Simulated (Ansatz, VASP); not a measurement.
One calculation of P, two programs

INCAR

```
SYSTEM = P
  PREC = Accurate
  ENCUT = 520
  EDIFF = 1E-7
  ISMEAR = -1
  SIGMA = 0.1
  LREAL = .FALSE.
  LASPH = .TRUE.
  NELM = 60
  ALGO = Normal
  ISIF = 2
  LWAVE = .FALSE.
  LCHARG = .FALSE.
  GGA = PE
  NBANDS = 12
```

KPOINTS

```
Automatic mesh
0
G
  12 12 12
  0 0 0
```

The input POSCAR:

```
P
1.0
    0.0000000000      2.4365101935      2.4365101935
    2.4365101935      0.0000000000      2.4365101935
    2.4365101935      2.4365101935      0.0000000000
P
2
Direct
   -0.1250000000     -0.1250000000     -0.1250000000
    0.1250000000      0.1250000000      0.1250000000
```

Input for Ansatz:

```yaml
crystal:
  lattice:
    - [0.0, 2.4365101935, 2.4365101935]
    - [2.4365101935, 0.0, 2.4365101935]
    - [2.4365101935, 2.4365101935, 0.0]
  atoms:
    - { symbol: P, position: [-0.125, -0.125, -0.125] }
    - { symbol: P, position: [0.125, 0.125, 0.125] }
kpoints:
  mp_grid: { grid: [12, 12, 12] }
scf:
  occupations: { method: fermi_dirac, width: 0.1 }
hamiltonian:
  xc: pbe
  pseudopotentials: { kind: all_electron, lapw: { basis_error: 0.001 } }
output:
  forces: true
  stress: true
  eigenvalues: true
  populations: true
```

Change from the starting cell: volume scaled by 0.7, LAPW.

Alike in both runs: task single point; functional PBE; k mesh 12 × 12 × 12; occupations fermi-dirac, width 0.1 eV; no spin polarisation.

|  | VASP | Ansatz |
| --- | --- | --- |
| version | VASP 6.6.1 | Ansatz 0.2.0 |
| potentials or method | VASP PAW PBE potentials, release 64 (P), cutoff 520 eV | all-electron LAPW, scalar-relativistic |

```csv
,VASP,Ansatz,Ansatz less VASP
pressure (GPa),30.4,31.0,+0.56
```

Both programs put the cell under a high pressure, so it lies far from rest at this level. Ansatz ran all-electron here, and VASP with PAW potentials.
